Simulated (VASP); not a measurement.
# BN (F-43m) in VASP: further runs, part 2 of 2

VASP 6.6.1. Earlier steps stand in the parts before.

**3. Single point, r2SCAN (strain -2.0%)**

File POSCAR:

```
BN
1.0
    0.0000000000      1.7687289557      1.7687289557
    1.7687289557      0.0000000000      1.7687289557
    1.7687289557      1.7687289557      0.0000000000
B N
1 1
Direct
    0.0000000000      0.0000000000      0.0000000000
    0.2500000000      0.2500000000      0.2500000000
```

File INCAR.step1:

```
SYSTEM = BN
PREC = Accurate
ENCUT = 520
ISMEAR = 0
SIGMA = 0.01
LREAL = .False.
LASPH = .True.
NELM = 100
NBANDS = 11
GGA = PE
ALGO = Normal
EDIFF = 1E-4
LWAVE = .True.
LCHARG = .False.
```

File INCAR.step2:

```
SYSTEM = BN
PREC = Accurate
ENCUT = 520
EDIFF = 1E-6
ISMEAR = 0
SIGMA = 0.01
LREAL = .False.
LASPH = .True.
NELM = 100
ALGO = Normal
ISIF = 2
LWAVE = .False.
LCHARG = .False.
METAGGA = R2SCAN
LMIXTAU = .True.
NBANDS = 11
ISTART = 1
```

File KPOINTS:

```
regular mesh
0
Gamma
  12 12 12
  0 0 0
```

Potentials or basis: VASP PAW PBE potentials, release 64 (B, N).

Run with:

```console
$ cat potpaw_PBE.64/B/POTCAR potpaw_PBE.64/N/POTCAR > POTCAR
$ cp INCAR.step1 INCAR
$ mpirun -np 1 vasp_std > vasp.out
$ cp INCAR.step2 INCAR
$ mpirun -np 1 vasp_std > vasp.out
```

OUTCAR:

```text
SYSTEM = BN
   PREC = Accurate
   ENCUT = 520
   EDIFF = 1E-6
   ISMEAR = 0
   LREAL = .False.
   LASPH = .True.
   NELM = 100
   ISIF = 2
   METAGGA = R2SCAN
   ISTART = 1

 ion  position               nearest neighbor table
   1  0.000  0.000  0.000-   2 1.53   2 1.53   2 1.53   2 1.53
   2  0.250  0.250  0.250-   1 1.53   1 1.53   1 1.53   1 1.53

  LATTYP: Found a face centered cubic cell.
 ALAT       =     3.5374579114

  Lattice vectors:

 A1 = (   0.0000000000,   1.7687289557,   1.7687289557)
 A2 = (   1.7687289557,   0.0000000000,   1.7687289557)
 A3 = (   1.7687289557,   1.7687289557,   0.0000000000)

Analysis of symmetry for initial positions (statically):
=====================================================================
 Subroutine PRICEL returns:
 Original cell was already a primitive cell.

 Routine SETGRP: Setting up the symmetry group for a
 face centered cubic supercell.

 Subroutine GETGRP returns: Found 24 space group operations
 (whereof 24 operations were pure point group operations)
 out of a pool of 48 trial point group operations.

The static configuration has the point symmetry T_d .

Analysis of symmetry for dynamics (positions and initial velocities):
=====================================================================
 Subroutine PRICEL returns:
 Original cell was already a primitive cell.

 Routine SETGRP: Setting up the symmetry group for a
 face centered cubic supercell.

 Subroutine GETGRP returns: Found 24 space group operations
 (whereof 24 operations were pure point group operations)
 out of a pool of 48 trial point group operations.

The dynamic configuration has the point symmetry T_d .

 Subroutine INISYM returns: Found 24 space group operations
 (whereof 24 operations are pure point group operations),
 and found     1 'primitive' translations

----------------------------------------------------------------------------------------

                                     Primitive cell

  volume of cell :      11.0666

  direct lattice vectors                    reciprocal lattice vectors
     0.000000000  1.768728956  1.768728956    -0.282688876  0.282688876  0.282688876
     1.768728956  0.000000000  1.768728956     0.282688876 -0.282688876  0.282688876
     1.768728956  1.768728956  0.000000000     0.282688876  0.282688876 -0.282688876

  length of vectors
     2.501360477  2.501360477  2.501360477     0.489631496  0.489631496  0.489631496

  position of ions in fractional coordinates (direct lattice)
     0.000000000  0.000000000  0.000000000
     0.250000000  0.250000000  0.250000000

  ion indices of the primitive-cell ions
   primitive index   ion index
                 1           1
                 2           2

----------------------------------------------------------------------------------------

 KPOINTS: regular mesh

Automatic generation of k-mesh.
 Grid dimensions read from file:
 generate k-points for:   12   12   12

 Generating k-lattice:

  Cartesian coordinates                     Fractional coordinates (reciprocal lattice)
    -0.023557406  0.023557406  0.023557406     0.083333333  0.000000000  0.000000000
     0.023557406 -0.023557406  0.023557406     0.000000000  0.083333333  0.000000000
     0.023557406  0.023557406 -0.023557406     0.000000000  0.000000000  0.083333333

  Length of vectors
     0.040802625  0.040802625  0.040802625

  Shift w.r.t. Gamma in fractional coordinates (k-lattice)
     0.000000000  0.000000000  0.000000000

 Subroutine IBZKPT returns following result:
 ===========================================

 Found     72 irreducible k-points:

 Following reciprocal coordinates:
            Coordinates               Weight
  0.000000  0.000000  0.000000      1.000000
  0.083333  0.000000  0.000000      8.000000
  0.166667  0.000000  0.000000      8.000000
  0.250000  0.000000  0.000000      8.000000
  0.333333  0.000000  0.000000      8.000000
  0.416667  0.000000  0.000000      8.000000
[... 16 lines left out ...]
  0.500000  0.166667  0.000000     24.000000
 -0.416667  0.166667  0.000000     24.000000
 [... further k-points ...]
   k-points           NKPTS =     72   k-points in BZ     NKDIM =     72   number of bands    NBANDS=     11
   number of dos      NEDOS =    301   number of ions     NIONS =      2
   total plane-waves  NPLWV =   8000
   dimension x,y,z NGX =    20 NGY =   20 NGZ =   20
   dimension x,y,z NGXF=    40 NGYF=   40 NGZF=   40
   ions per type =               1   1
   NGX,Y,Z   is equivalent  to a cutoff of  13.29, 13.29, 13.29 a.u.
   NGXF,Y,Z  is equivalent  to a cutoff of  26.58, 26.58, 26.58 a.u.
 SYSTEM =  BN
   PREC   = accura    normal or accurate (medium, high low for compatibility)
   ISTART =      1    job   : 0-new  1-cont  2-samecut
   ICHARG =      0    charge: 1-file 2-atom 10-const
   ISPIN  =      1    spin polarized calculation?
   LNONCOLLINEAR =      F non collinear calculations
   LSORBIT =      F    spin-orbit coupling
   LASPH  =      T    aspherical Exc in radial PAW
   ENCUT  =  520.0 eV  38.22 Ry    6.18 a.u.   4.65  4.65  4.65*2*pi/ulx,y,z
   NELM   =    100;   NELMIN=  2; NELMDL=  0     # of ELM steps
   EDIFF  = 0.1E-05   stopping-criterion for ELM
   LREAL  =      F    real-space projection
   EDIFFG = 0.1E-04   stopping-criterion for IOM
   NSW    =      0    number of steps for IOM
   IBRION =     -1    ionic relax: 0-MD 1-quasi-New 2-CG
   NFREE  =      0    steps in history (QN), initial steepest desc. (CG)
   ISIF   =      2    stress and relaxation
   ISYM   =      2    0-nonsym 1-usesym 2-fastsym
   POTIM  = 0.5000    time-step for ionic-motion
   TEBEG  =    0.0;   TEEND  =   0.0 temperature during run
   PSTRESS=    0.0 pullay stress
   NELECT =       8.0000    total number of electrons
   NUPDOWN=      -1.0000    fix difference up-down
   EMIN   =  10.00;   EMAX   =-10.00  energy-range for DOS
   EFERMI =   0.00;   METHOD = LEGACY
   ISMEAR =     0;   SIGMA  =   0.01  broadening in eV -4-tet -1-fermi 0-gaus
   EFERMI_NEDOS =   21; number of points for ismear=-14 and -15
   IALGO  =     38    algorithm
   IMIX   =      4    mixing-type and parameters
     AMIX     =   0.40;   BMIX     =  1.00
     AMIX_MAG =   1.60;   BMIX_MAG =  1.00
  volume/ion in A,a.u.               =       5.53        37.34
  Fermi-wavevector in a.u.,A,eV,Ry     =   1.469265  2.776509 29.371446  2.158740
  Thomas-Fermi vector in A             =   2.584663
   LORBIT       =      0    0 simple, 1 ext, 2 COOP (PROOUT), +10 PAW based schemes
   METAGGA = R2SCAN    functional components
   LHFCALC =     F    Hartree Fock is set to
   AEXX    =    0.0000 exact exchange contribution
   IVDW    =     0    specifies the selected vdW correction
   LEPSILON=     F    determine dielectric tensor
   LRPA    =     F    only Hartree local field effects (RPA)
 non-spin polarized calculation
 Gauss-broadening in eV      SIGMA  =   0.01
  energy-cutoff  :      520.00
  volume of cell :       11.07
 maximum number of plane-waves:       310
   NGX =  9   NGY =  9   NGZ =  9

 number of electron       7.9999999 magnetization

 Free energy of the ion-electron system (eV)
  ---------------------------------------------------
  ext. energy  EPLUGINS =         0.00000000
  ---------------------------------------------------
  free energy    TOTEN  =       -19.10985762 eV

  energy without entropy =      -19.10985762  energy(sigma->0) =      -19.10985762

 E-fermi :   8.1343     XC(G=0): -13.9952

 val. band max:        8.0645238594   @ k =   0.0000   0.0000   0.0000
 cond. band min:      13.1174666464   @ k =   0.5000   0.5000   0.0000
 fundamental gap:      5.0529427870
 Fermi energy:         8.1342907303

 k-point     1 :       0.0000    0.0000    0.0000
  band No.  band energies     occupation
      1     -14.0021      2.00000
      2       8.0645      2.00000
      3       8.0645      2.00000
      4       8.0645      2.00000
      5      17.9105      0.00000
      6      17.9105      0.00000
      7      17.9105      0.00000
      8      20.2674      0.00000
      9      35.5039      0.00000
     10      37.6248      0.00000
     11      37.6248      0.00000
[... 309 lines left out ...]
 k-point    24 :      -0.4167    0.1667    0.0000
  band No.  band energies     occupation
      1      -8.9841      2.00000
      2      -2.8914      2.00000
      3       3.5339      2.00000
      4       5.2207      2.00000
      5      18.4083      0.00000
      6      21.6773      0.00000
      7      21.9451      0.00000
      8      25.7842      0.00000
      9      31.3025      0.00000
     10      35.4914      0.00000
     11      37.7112      0.00000

 [... further k-points ...]

------------------------ aborting loop because EDIFF is reached ----------------------------------------

  FORCE on cell =-STRESS in cart. coord.  units (eV):
  Direction    XX          YY          ZZ          XY          YZ          ZX
  --------------------------------------------------------------------------------------
  -------------------------------------------------------------------------------------
  Total        1.9273582      1.9273582      1.9273582     -0.0000000     -0.0000000      0.0000000
  in kB      279.0353167    279.0353167    279.0353167     -0.0000000     -0.0000000      0.0000000
  external PRESSURE =     279.0353167 kB  Pullay stress =       0.0000000 kB

 VOLUME and BASIS-vectors are now :
 -----------------------------------------------------------------------------
  energy-cutoff  :      520.00
  volume of cell :       11.07
      direct lattice vectors                 reciprocal lattice vectors
     0.000000000  1.768728956  1.768728956    -0.282688876  0.282688876  0.282688876
     1.768728956  0.000000000  1.768728956     0.282688876 -0.282688876  0.282688876
     1.768728956  1.768728956  0.000000000     0.282688876  0.282688876 -0.282688876

 POSITION                                       TOTAL-FORCE (eV/Angst)
 -----------------------------------------------------------------------------------
      0.00000      0.00000      0.00000        -0.000000     -0.000000      0.000000
      0.88436      0.88436      0.88436         0.000000      0.000000     -0.000000
 -----------------------------------------------------------------------------------
    total drift:                                0.000000      0.000000      0.000000

  FREE ENERGIE OF THE ION-ELECTRON SYSTEM (eV)
  ---------------------------------------------------
  free  energy   TOTEN  =       -19.1098576205 eV

  energy  without entropy=      -19.1098576205  energy(sigma->0) =      -19.10985762
```

OUTCAR.step1:

```text
SYSTEM = BN
   PREC = Accurate
   ENCUT = 520
   ISMEAR = 0
   LREAL = .False.
   LASPH = .True.
[... 557 lines left out ...]
      0.00000      0.00000      0.00000         0.000000      0.000000      0.000000
      0.88436      0.88436      0.88436        -0.000000     -0.000000     -0.000000
 -----------------------------------------------------------------------------------
    total drift:                               -0.000000     -0.000000      0.000000

  FREE ENERGIE OF THE ION-ELECTRON SYSTEM (eV)
  ---------------------------------------------------
  free  energy   TOTEN  =       -17.3709422842 eV

  energy  without entropy=      -17.3709422842  energy(sigma->0) =      -17.37094228
```

Run time: 61 s. Hardware: 1 thread of AMD EPYC 7R13 (Zen 3), shared host; peak memory 0.09 GiB.

What came out:

```
Free energy            : -19.1099 eV
Pressure               : 27.9 GPa
Band gap on the k mesh : 5.05 eV, indirect (least direct gap 9.85 eV)
```

Caveat: the cell differs from its parent crystal (strain -2.0%); the PAW data sets were made with another functional, which shifts forces and pressure a little. A k mesh can miss the band edges.
